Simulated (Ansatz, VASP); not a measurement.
## Bi: VASP beside Ansatz

File INCAR:

```
SYSTEM = Bi
ALGO = Normal ; EDIFF = 1E-6
ENCUT = 520 ; GGA = PS
ISIF = 2 ; ISMEAR = -1
LASPH = .True. ; LCHARG = .True.
LELF = .True. ; LREAL = .False.
LVHAR = .True. ; LWAVE = .False.
NBANDS = 22 ; NELM = 100
PREC = Accurate ; SIGMA = 0.08
```

Contents of KPOINTS:

```
k-points
0
Gamma
  11 11 11
  0 0 0
```

POSCAR

```
Bi
1.0
    0.0000000000      3.2984634426      3.2984634426
    3.2984634426      0.0000000000      3.2984634426
    3.2984634426      3.2984634426      0.0000000000
Bi
2
Direct
   -0.1250000000     -0.1250000000     -0.1250000000
    0.1250000000      0.1250000000      0.1250000000
```

Input for Ansatz:

```yaml
crystal:
  lattice:
    - [0.0, 3.2984634426, 3.2984634426]
    - [3.2984634426, 0.0, 3.2984634426]
    - [3.2984634426, 3.2984634426, 0.0]
  atoms:
    - { symbol: Bi, position: [-0.125, -0.125, -0.125] }
    - { symbol: Bi, position: [0.125, 0.125, 0.125] }
kpoints:
  mp_grid: { grid: [11, 11, 11] }
scf:
  occupations: { method: fermi_dirac, width: 0.08 }
hamiltonian:
  xc: pbesol
  pseudopotentials: { kind: all_electron, lapw: { basis_error: 0.001 } }
output:
  forces: true
  stress: true
  eigenvalues: true
  populations: true
```

Change from the starting cell: volume scaled by 0.78, LAPW.

Alike in both runs: task single point; functional PBEsol; k mesh 11 × 11 × 11; occupations fermi-dirac, width 0.08 eV; no spin polarisation.

|  | VASP | Ansatz |
| --- | --- | --- |
| version | VASP 6.6.1 | Ansatz 0.2.0 |
| potentials or method | VASP PAW PBE potentials, release 64 (Bi_d), cutoff 520 eV | all-electron LAPW, scalar-relativistic |

VASP gave:

| Property | Result |
| --- | --- |
| pressure (GPa) | 13.7 |

**Question.** Which values does Ansatz return?

**Answer.** Pressure (GPa): 13.8.

VASP's potentials were made for PBE, not for PBEsol. Ansatz ran all-electron here, and VASP with PAW potentials.

Spin-orbit coupling is off throughout.
